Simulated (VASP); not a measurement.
Input of a VASP 6.6.1 run:

Contents of INCAR:

```
PREC = Accurate
ENCUT = 520
EDIFF = 1E-6
ISMEAR = 0
SIGMA = 0.05
LREAL = False
LASPH = True
NELM = 100
ALGO = Normal
ISIF = 2
LWAVE = False
LCHARG = False
GGA = PE
IVDW = 12
NBANDS = 35
```

File KPOINTS:

```
Automatic mesh
0
Gamma
  12 12 4
```

The input POSCAR:

```
SnO2
1.0
    3.2914593056      0.0000000000      0.0000000000
   -1.6457296528      2.8504873742      0.0000000000
    0.0000000000      0.0000000000     10.5913895093
Sn O
2 4
Direct
   -0.0779839477      0.0000000000      0.5000000000
    0.0779839477      0.0000000000      0.0000000000
    0.5876925777      0.3333333333      0.4017901351
    0.7456407556      0.3333333333      0.0982098649
    0.2543592444      0.6666666667      0.5982098649
    0.4123074223      0.6666666667      0.9017901351
```

Potentials or basis: VASP PAW PBE potentials, release 64 (Sn_d, O).

The run is started by

```bash
$ cat potpaw_PBE.64/Sn_d/POTCAR potpaw_PBE.64/O/POTCAR > POTCAR
$ mpirun -np 1 vasp_std > vasp.out
```

What does it give for the band gap on the k mesh?

1.67 eV, indirect (least direct gap 1.94 eV).

What does it give for the dispersion energy per atom?

-0.152 eV.

Stress tensor (GPa, compression positive):
```
-9.49  0.00  0.00
 0.00 -9.56  0.00
 0.00  0.00 -5.13
```

Caveat: spin-orbit coupling is left out, which moves the levels of the heavy elements. A k mesh can miss the band edges.
